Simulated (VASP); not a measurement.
A run of VASP 6.6.1 is set up as follows.

POSCAR

```
BeS
1.0
    3.3649628981      0.0000000000      0.0000000000
   -1.6824814490      2.9141433525      0.0000000000
    0.0000000000      0.0000000000      5.3582918495
Be S
2 2
Direct
    0.0000000000      0.0000000000      0.0000000000
    0.0000000000      0.0000000000      0.5000000000
    0.3333333333      0.6666666667      0.2500000000
    0.6666666667      0.3333333333      0.7500000000
```

Contents of INCAR.step1:

```
PREC = Accurate ; ENCUT = 520
ISMEAR = 0 ; SIGMA = 0.01
LREAL = False ; LASPH = True
NELM = 60 ; NBANDS = 16
GGA = PE ; ALGO = Normal
EDIFF = 1E-4 ; LWAVE = True
LCHARG = False
```

File INCAR.step2:

```
PREC = Accurate ; ENCUT = 520
EDIFF = 1E-6 ; ISMEAR = 0
SIGMA = 0.01 ; LREAL = False
LASPH = True ; NELM = 60
ALGO = Normal ; ISIF = 2
LWAVE = False ; LCHARG = False
METAGGA = R2SCAN ; LMIXTAU = True
NBANDS = 16 ; ISTART = 1
```

KPOINTS

```
regular mesh
0
Gamma
  9 9 4
```

Potentials or basis: VASP PAW PBE potentials, release 64 (Be, S).

Run with:

```console
$ cat potpaw_PBE.64/Be/POTCAR potpaw_PBE.64/S/POTCAR > POTCAR
$ cp INCAR.step1 INCAR
$ mpirun -np 1 vasp_std > vasp.out
$ cp INCAR.step2 INCAR
$ mpirun -np 1 vasp_std > vasp.out
```

Task: Predict the band gap on the k mesh.

Result: 1.85 eV, indirect (least direct gap 3.93 eV).

Task: What does it give for the pressure?

Result: -6.0 GPa.

Stress tensor (GPa, compression positive):
```
-6.03  0.00  0.00
 0.00 -6.03  0.00
 0.00  0.00 -5.92
```

Caveat: the PAW data sets were made with another functional, which shifts forces and pressure a little. A k mesh can miss the band edges.
